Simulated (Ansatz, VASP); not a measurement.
Al2P3: VASP beside Ansatz

```
Al P
1.0
     3.48955    0.00000    0.00000
    -1.74477    3.02204    0.00000
     0.00000    0.00000    7.75973
Al P
2 3
Cartesian
  0.0000 2.0147 1.4642
  1.7448 1.0073 6.2955
  0.0000 2.0147 4.6744
  1.7448 1.0073 3.0854
  0.0000 0.0000 0.0000
```

Change from the starting cell: species swapped into the Mg3Sb2 type (P-3m1, No. 164).

Alike in both runs: functional PBE; k mesh 6 × 6 × 4; occupations gaussian, width 0.1 eV; no spin polarisation.

Ansatz relaxed the structure, and its values are those at the end. VASP's run is a single point on that final structure, the one shown.

|  | VASP | Ansatz |
| --- | --- | --- |
| version | VASP 6.6.1 | Ansatz 0.2.0 |
| potentials or method | VASP PAW PBE potentials, release 64 (Al, P), cutoff 520 eV | scalar-relativistic, plane waves, PAW |
| valence electrons in the cell | 21 | 21 |

```tsv
	VASP	Ansatz	Ansatz less VASP
gap on the k mesh at the Fermi level (eV)	none	none	-
pressure (GPa)	0.0	0.1	+0.09
rms of the force components (eV/Å)	0.012	0.010	-0.0022
```

A gap of «none» marks a metal or a gap that the smearing closes. With one functional, cell and mesh, what is left measures potentials, basis and numerics.
